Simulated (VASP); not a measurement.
# HfO2 (Fm-3m) in VASP: settings compared, part 2 of 2

VASP 6.6.1.

**3. Single point, PBEsol+D3(BJ)+U**

This run uses another cell than the first one, of 11.60 Å³/atom, 1.020 times its volume.

INCAR reads:

```
  PREC = Accurate
  ENCUT = 520
  EDIFF = 1E-6
  ISMEAR = -5
  SIGMA = 0.05
  LREAL = False
  LASPH = True
  NELM = 150
  ALGO = Normal
  ISIF = 2
  LWAVE = False
  LCHARG = False
  LMAXMIX = 4
  LDAU = True
  LDAUTYPE = 2
  LDAUL = 2 -1
  LDAUU = 6.5 0
  LDAUJ = 0 0
  LDAUPRINT = 1
  GGA = PS
  IVDW = 12
  NBANDS = 18
```

KPOINTS reads:

```
Automatic mesh
0
Gamma
  9 9 9
```

POSCAR reads:

```
HfO2
1.0
    0.0000000000      2.5911551753      2.5911551753
    2.5911551753      0.0000000000      2.5911551753
    2.5911551753      2.5911551753      0.0000000000
Hf O
1 2
Direct
    0.0000000000      0.0000000000      0.0000000000
    0.7500000000      0.7500000000      0.7500000000
    0.2500000000      0.2500000000      0.2500000000
```

Potentials or basis: VASP PAW PBE potentials, release 64 (Hf_pv, O).

Run with:

```console
$ cat potpaw_PBE.64/Hf_pv/POTCAR potpaw_PBE.64/O/POTCAR > POTCAR
$ mpirun -np 1 vasp_std > vasp.out
```

OUTCAR:

```text
PREC = Accurate
   ENCUT = 520
   EDIFF = 1E-6
   ISMEAR = -5
   LREAL = False
   LASPH = True
   NELM = 150
   ISIF = 2
   GGA = PS
   IVDW = 12
 IVDW          = 12

 ion  position               nearest neighbor table
   1  0.000  0.000  0.000-   2 2.24   2 2.24   2 2.24   2 2.24   3 2.24   3 2.24   3 2.24   3 2.24

   2  0.750  0.750  0.750-   1 2.24   1 2.24   1 2.24   1 2.24
   3  0.250  0.250  0.250-   1 2.24   1 2.24   1 2.24   1 2.24

  LATTYP: Found a face centered cubic cell.
 ALAT       =     5.1823103506

  Lattice vectors:

 A1 = (   0.0000000000,   2.5911551753,   2.5911551753)
 A2 = (   2.5911551753,   0.0000000000,   2.5911551753)
 A3 = (   2.5911551753,   2.5911551753,   0.0000000000)

Analysis of symmetry for initial positions (statically):
=====================================================================
 Subroutine PRICEL returns:
 Original cell was already a primitive cell.

 Routine SETGRP: Setting up the symmetry group for a
 face centered cubic supercell.

 Subroutine GETGRP returns: Found 48 space group operations
[... 9 lines left out ...]

 Routine SETGRP: Setting up the symmetry group for a
 face centered cubic supercell.

 Subroutine GETGRP returns: Found 48 space group operations
[... 11 lines left out ...]
                                     Primitive cell

  volume of cell :      34.7945

  direct lattice vectors                    reciprocal lattice vectors
[... 157 lines left out ...]
  o =  0.0438  v =  0.0000  0.0000 -0.0512 -0.0000 -0.9987  0.0000  0.0000  0.0000  0.0000  0.0000      0.0000  0.0000  0.0000  0.0000  0.0000  0.0000  0.0000  0.0000  0.0000  0.0000
  o =  0.0438  v =  0.0000  0.0000  0.0000  0.0000  0.0000  0.0000  0.0000 -0.0512 -0.0000 -0.9987      0.0000  0.0000  0.0000  0.0000  0.0000  0.0000  0.0000  0.0000  0.0000  0.0000
  o =  0.1507  v =  0.0000  0.0000  0.0000  0.0000  0.0000  1.0000  0.0000  0.0000  0.0000  0.0000      0.0000  0.0000  0.0000  0.0000  0.0000  0.0000  0.0000  0.0000  0.0000  0.0000
  o =  0.1507  v =  1.0000  0.0000  0.0000  0.0000  0.0000  0.0000  0.0000  0.0000  0.0000  0.0000      0.0000  0.0000  0.0000  0.0000  0.0000  0.0000  0.0000  0.0000  0.0000  0.0000
  o =  0.1507  v =  0.0000  0.0000  0.0000  0.0000  0.0000  0.0000 -0.9961  0.0000  0.0886 -0.0000      0.0000  0.0000  0.0000  0.0000  0.0000  0.0000  0.0000  0.0000  0.0000  0.0000
  o =  0.1507  v =  0.0000 -0.9961  0.0000  0.0886 -0.0000  0.0000  0.0000  0.0000  0.0000  0.0000      0.0000  0.0000  0.0000  0.0000  0.0000  0.0000  0.0000  0.0000  0.0000  0.0000
  o =  0.1507  v =  0.0000 -0.0886  0.0000 -0.9961  0.0000  0.0000  0.0000  0.0000  0.0000  0.0000      0.0000  0.0000  0.0000  0.0000  0.0000  0.0000  0.0000  0.0000  0.0000  0.0000
  o =  0.1507  v =  0.0000  0.0000  0.0000  0.0000  0.0000  0.0000 -0.0886  0.0000 -0.9961  0.0000      0.0000  0.0000  0.0000  0.0000  0.0000  0.0000  0.0000  0.0000  0.0000  0.0000

 number of electron      21.9999997 magnetization

 Free energy of the ion-electron system (eV)
  ---------------------------------------------------
  ext. energy  EPLUGINS =         0.00000000
  ---------------------------------------------------
  free energy    TOTEN  =       -28.09296061 eV

  energy without entropy =      -28.09296061  energy(sigma->0) =      -28.09296061

 E-fermi :   4.0087     XC(G=0): -11.7618

 val. band max:        3.9839846800   @ k =  -0.4444   0.4444   0.0000
 cond. band min:       8.3746445095   @ k =   0.4444   0.4444   0.0000
 fundamental gap:      4.3906598295
 Fermi energy:         4.0087011917

 k-point     1 :       0.0000    0.0000    0.0000
  band No.  band energies     occupation
      1     -27.0103      2.00000
      2     -27.0103      2.00000
      3     -27.0103      2.00000
      4     -14.3439      2.00000
      5     -11.4754      2.00000
      6      -0.6534      2.00000
[... 481 lines left out ...]
      5     -12.4796      2.00000
      6      -1.9952      2.00000
[... 10 lines left out ...]
     17      14.9253      0.00000
     18      15.8277      0.00000

 [... further k-points ...]

------------------------ aborting loop because EDIFF is reached ----------------------------------------

 Edisp (eV)   -0.63675

 E8    (eV) :    -0.4286

  FORCE on cell =-STRESS in cart. coord.  units (eV):
  Direction    XX          YY          ZZ          XY          YZ          ZX
  --------------------------------------------------------------------------------------
  -------------------------------------------------------------------------------------
  Total      -1.79017    -1.79017    -1.79017     0.00000     0.00000     0.00000
  in kB     -82.43189   -82.43189   -82.43189     0.00000     0.00000     0.00000
  external pressure =      -82.43 kB  Pullay stress =        0.00 kB

 VOLUME and BASIS-vectors are now :
 -----------------------------------------------------------------------------
  energy-cutoff  :      520.00
  volume of cell :       34.79
      direct lattice vectors                 reciprocal lattice vectors
     0.000000000  2.591155175  2.591155175    -0.192964128  0.192964128  0.192964128
     2.591155175  0.000000000  2.591155175     0.192964128 -0.192964128  0.192964128
     2.591155175  2.591155175  0.000000000     0.192964128  0.192964128 -0.192964128

 POSITION                                       TOTAL-FORCE (eV/Angst)
 -----------------------------------------------------------------------------------
      0.00000      0.00000      0.00000         0.000000      0.000000     -0.000000
      3.88673      3.88673      3.88673        -0.000000     -0.000000     -0.000000
      1.29558      1.29558      1.29558         0.000000      0.000000      0.000000
 -----------------------------------------------------------------------------------
    total drift:                                0.000000      0.000000      0.000000

  FREE ENERGIE OF THE ION-ELECTRON SYSTEM (eV)
  ---------------------------------------------------
  free  energy   TOTEN  =       -28.7297088046 eV

  energy  without entropy=      -28.7297088046  energy(sigma->0) =      -28.72970880
```

Run time: 21 s. Hardware: 1 thread of Intel Xeon 6975P-C, shared host; peak memory 0.18 GiB.

Results:

```yaml
Free_energy: -28.7297 eV
Pressure: -8.2 GPa
Band_gap_on_the_k_mesh: 4.39 eV, indirect (least direct gap 4.51 eV)
Dispersion_energy_per_atom: -0.212 eV
```

Eigenvalues of the final occupation matrices:
```
    site  spin  trace               eigenvalues
site 1 d     1   0.54  0.04 0.04 0.15 0.15 0.15
site 1 d     2   0.54  0.04 0.04 0.15 0.15 0.15
```

Caveat: the PAW data sets were made with another functional, which shifts forces and pressure a little; spin-orbit coupling is left out, which moves the levels of the heavy elements. A k mesh can miss the band edges.

**4. Single point, PBEsol+D3(BJ)+U**

This run uses another cell than the first one, of 11.82 Å³/atom, 1.039 times its volume.

INCAR reads:

```
PREC = Accurate
ENCUT = 520
EDIFF = 1E-6
ISMEAR = -5
SIGMA = 0.05
LREAL = False
LASPH = True
NELM = 150
ALGO = Normal
ISIF = 2
LWAVE = False
LCHARG = False
LMAXMIX = 4
LDAU = True
LDAUTYPE = 2
LDAUL = 2 -1
LDAUU = 6.5 0
LDAUJ = 0 0
LDAUPRINT = 1
GGA = PS
IVDW = 12
NBANDS = 18
```

KPOINTS reads:

```
regular mesh
0
Gamma
  9 9 9
```

POSCAR reads:

```
HfO2
1.0
    0.0000000000      2.6076597933      2.6076597933
    2.6076597933      0.0000000000      2.6076597933
    2.6076597933      2.6076597933      0.0000000000
Hf O
1 2
Direct
    0.0000000000      0.0000000000      0.0000000000
    0.7500000000      0.7500000000      0.7500000000
    0.2500000000      0.2500000000      0.2500000000
```

Run with:

```console
$ cat potpaw_PBE.64/Hf_pv/POTCAR potpaw_PBE.64/O/POTCAR > POTCAR
$ mpirun -np 1 vasp_std > vasp.out
```

Run time: 24 s. Hardware: 1 thread of Intel Xeon 6975P-C, shared host; peak memory 0.18 GiB.

Results (log left out):

- Free energy: -28.6880 eV
- Pressure: -12.2 GPa
- Band gap on the k mesh: 4.34 eV, indirect (least direct gap 4.46 eV)
- Dispersion energy per atom: -0.208 eV

Levels at points of the mesh, in eV from the valence-band top:
| k point | band 7 | band 8 | band 9 | band 10 | band 11 | band 12 | band 13 | band 14 | band 15 | band 16 |
| --- | --- | --- | --- | --- | --- | --- | --- | --- | --- | --- |
| (0.00, 0.00, 0.00) | -4.54 | -4.54 | -0.56 | -0.56 | -0.56 | 4.68 | 5.13 | 5.13 | 10.35 | 10.35 |

Eigenvalues of the final occupation matrices:
```tsv
site	spin	trace	eigenvalues
site 1 d	1	0.53	0.04 0.04 0.15 0.15 0.15
site 1 d	2	0.53	0.04 0.04 0.15 0.15 0.15
```

Caveat: the PAW data sets were made with another functional, which shifts forces and pressure a little; spin-orbit coupling is left out, which moves the levels of the heavy elements.

**5. Single point, PBE+D4**

This run uses another cell than the first one, of 10.48 Å³/atom, 0.922 times its volume.

INCAR reads:

```
SYSTEM = HfO2
PREC     = Accurate       ! precision mode
ENCUT    = 520            ! plane-wave cutoff, eV
EDIFF    = 1E-6           ! SCF threshold, eV
ISMEAR   = -1             ! smearing method
SIGMA    = 0.05           ! smearing width, eV
LREAL    = .FALSE.        ! projectors in reciprocal space
LASPH    = .TRUE.         ! aspherical terms in the spheres
NELM     = 60             ! most SCF steps
ALGO     = Normal         ! electronic algorithm
ISIF     = 2              ! what is computed and relaxed
LWAVE    = .FALSE.        ! write WAVECAR
LCHARG   = .TRUE.         ! write CHGCAR
GGA      = PE             ! functional
IVDW     = 13             ! dispersion correction
LELF     = .TRUE.         ! ELF
LVHAR    = .TRUE.       
NBANDS   = 18             ! bands
```

KPOINTS reads:

```
regular mesh
0
G
  9 9 9
  0 0 0
```

POSCAR reads:

```
HfO2
1.0
    0.0000000000      2.5052914730      2.5052914730
    2.5052914730      0.0000000000      2.5052914730
    2.5052914730      2.5052914730      0.0000000000
Hf O
1 2
Direct
    0.0000000000      0.0000000000      0.0000000000
    0.7500000000      0.7500000000      0.7500000000
    0.2500000000      0.2500000000      0.2500000000
```

Potentials or basis: VASP PAW PBE potentials, release 64 (Hf_pv, O).

Run with:

```console
$ cat potpaw_PBE.64/Hf_pv/POTCAR potpaw_PBE.64/O/POTCAR > POTCAR
$ mpirun -np 1 vasp_std > vasp.out
```

OUTCAR:

```text
SYSTEM = HfO2
   PREC = Accurate
   ENCUT = 520
   EDIFF = 1E-6
   ISMEAR = -1
   LREAL = .FALSE.
   LASPH = .TRUE.
   NELM = 60
   ISIF = 2
   GGA = PE
   IVDW = 13

 ion  position               nearest neighbor table
   1  0.000  0.000  0.000-   2 2.17   3 2.17   2 2.17   2 2.17   2 2.17   3 2.17   3 2.17   3 2.17

   2  0.750  0.750  0.750-   1 2.17   1 2.17   1 2.17   1 2.17
   3  0.250  0.250  0.250-   1 2.17   1 2.17   1 2.17   1 2.17

  LATTYP: Found a face centered cubic cell.
 ALAT       =     5.0105829460

  Lattice vectors:

 A1 = (   0.0000000000,   2.5052914730,   2.5052914730)
 A2 = (   2.5052914730,   0.0000000000,   2.5052914730)
 A3 = (   2.5052914730,   2.5052914730,   0.0000000000)

Analysis of symmetry for initial positions (statically):
=====================================================================
 Subroutine PRICEL returns:
 Original cell was already a primitive cell.

 Routine SETGRP: Setting up the symmetry group for a
 face centered cubic supercell.

 Subroutine GETGRP returns: Found 48 space group operations
 (whereof 48 operations were pure point group operations)
 out of a pool of 48 trial point group operations.

The static configuration has the point symmetry O_h .
[... 165 lines left out ...]
 cond. band min:       8.5469736918   @ k =   0.4444   0.4444   0.0000
 fundamental gap:      4.0147544490
 Fermi energy:         5.6089427183

 k-point     1 :       0.0000    0.0000    0.0000
  band No.  band energies     occupation
      1     -24.9384      2.00000
      2     -24.9384      2.00000
      3     -24.9384      2.00000
      4     -14.3699      2.00000
      5     -11.1571      2.00000
      6      -0.9774      2.00000
[... 481 lines left out ...]
      5     -12.0891      2.00000
      6      -1.9700      2.00000
[... 10 lines left out ...]
     17      17.0144      0.00000
     18      18.2707      0.00000

 [... further k-points ...]

------------------------ aborting loop because EDIFF is reached ----------------------------------------

  DFT-D4 for vdW energy calculation

  Edisp (eV):   -0.61002

  FORCE on cell =-STRESS in cart. coord.  units (eV):
  Direction    XX          YY          ZZ          XY          YZ          ZX
  --------------------------------------------------------------------------------------
  -------------------------------------------------------------------------------------
  Total       1.24766     1.24766     1.24766    -0.00000     0.00000    -0.00000
  in kB      63.56241    63.56241    63.56241    -0.00000     0.00000    -0.00000
  external pressure =       63.56 kB  Pullay stress =        0.00 kB

 VOLUME and BASIS-vectors are now :
 -----------------------------------------------------------------------------
  energy-cutoff  :      520.00
  volume of cell :       31.45
      direct lattice vectors                 reciprocal lattice vectors
     0.000000000  2.505291473  2.505291473    -0.199577576  0.199577576  0.199577576
     2.505291473  0.000000000  2.505291473     0.199577576 -0.199577576  0.199577576
     2.505291473  2.505291473  0.000000000     0.199577576  0.199577576 -0.199577576

 POSITION                                       TOTAL-FORCE (eV/Angst)
 -----------------------------------------------------------------------------------
      0.00000      0.00000      0.00000        -0.000000     -0.000000     -0.000000
      3.75794      3.75794      3.75794         0.000000     -0.000000      0.000000
      1.25265      1.25265      1.25265        -0.000000      0.000000     -0.000000
 -----------------------------------------------------------------------------------
    total drift:                                0.000000      0.000000      0.000000

  FREE ENERGIE OF THE ION-ELECTRON SYSTEM (eV)
  ---------------------------------------------------
  free  energy   TOTEN  =       -30.8207778126 eV

  energy  without entropy=      -30.8207778126  energy(sigma->0) =      -30.82077781
```

Run time: 48 s. Hardware: 1 thread of AMD EPYC, shared host; peak memory 0.14 GiB.

What came out:

| Item | Value |
| --- | --- |
| Free energy | -30.8208 eV |
| Pressure | 6.4 GPa |
| Band gap on the k mesh | 4.01 eV, indirect (least direct gap 4.13 eV) |
| Dispersion energy per atom | -0.203 eV |

Caveat: spin-orbit coupling is left out, which moves the levels of the heavy elements. A k mesh can miss the band edges.

**6. Single point, PBE+D4**

This run uses another cell than the first one, of 10.71 Å³/atom, 0.941 times its volume.

INCAR reads:

```
SYSTEM = HfO2
  ALGO = Normal
  EDIFF = 1E-7
  ENCUT = 520
  GGA = PE
  ISIF = 2
  ISMEAR = -1
  IVDW = 13
  LASPH = .TRUE.
  LCHARG = .TRUE.
  LELF = .TRUE.
  LREAL = .FALSE.
  LVHAR = .TRUE.
  LWAVE = .FALSE.
  NBANDS = 18
  NELM = 100
  PREC = Accurate
  SIGMA = 0.05
```

KPOINTS reads:

```
k-points
0
G
  9 9 9
  0 0 0
```

POSCAR reads:

```
HfO2
1.0
    0.0000000000      2.5229349520      2.5229349520
    2.5229349520      0.0000000000      2.5229349520
    2.5229349520      2.5229349520      0.0000000000
Hf O
1 2
Direct
    0.0000000000      0.0000000000      0.0000000000
    0.7500000000      0.7500000000      0.7500000000
    0.2500000000      0.2500000000      0.2500000000
```

Potentials or basis: VASP PAW PBE potentials, release 64 (Hf_pv, O).

Run with:

```console
$ cat potpaw_PBE.64/Hf_pv/POTCAR potpaw_PBE.64/O/POTCAR > POTCAR
$ mpirun -np 1 vasp_std > vasp.out
```

Wall time 55 s (1 thread of AMD EPYC, shared host); peak memory 0.14 GiB.

The run converged. Its results:

```yaml
Free_energy: -30.8361 eV
Pressure: 0.6 GPa
Band_gap_on_the_k_mesh: 3.95 eV, indirect (least direct gap 4.07 eV)
Dispersion_energy_per_atom: -0.198 eV
```

Levels at points of the mesh, in eV from the valence-band top:
| k point | band 9 | band 10 | band 11 | band 12 | band 13 | band 14 |
| --- | --- | --- | --- | --- | --- | --- |
| (0.00, 0.00, 0.00) | -0.56 | -0.56 | -0.56 | 3.97 | 3.97 | 6.00 |

Caveat: spin-orbit coupling is left out, which moves the levels of the heavy elements.

**7. Overview**

| level | U | cell | smearing | gap on the mesh (eV) | pressure (GPa) |
| --- | --- | --- | --- | --- | --- |
| PBEsol+D3(BJ)+U | Hf d U = 6.5 eV | a = 3.641 Å, angles 60.0°, 3 atoms | tetrahedron | 4.44 | -3.9 |
| PBEsol+D3(BJ)+U | Hf d U = 6.5 eV | a = 3.664 Å, angles 60.0°, 3 atoms | tetrahedron | 4.39 | -8.2 |
| PBEsol+D3(BJ)+U | Hf d U = 6.5 eV | a = 3.688 Å, angles 60.0°, 3 atoms | tetrahedron | 4.34 | -12.2 |
| PBE+D4 | - | a = 3.543 Å, angles 60.0°, 3 atoms | fermi-dirac 0.05 eV | 4.01 | 6.4 |
| PBE+D4 | - | a = 3.568 Å, angles 60.0°, 3 atoms | fermi-dirac 0.05 eV | 3.95 | 0.6 |

Alike in all rows: task single point; potentials or basis VASP PAW PBE potentials, release 64 (Hf_pv, O); no spin polarisation; k mesh 9 × 9 × 9; cutoff (eV) 520.

Caveats: spin-orbit coupling is left out, which moves the levels of the heavy elements; the PAW data sets were made with another functional, which shifts forces and pressure a little (some runs).

Total energies depend on the potentials used, so only differences within one code and one set of settings carry meaning.
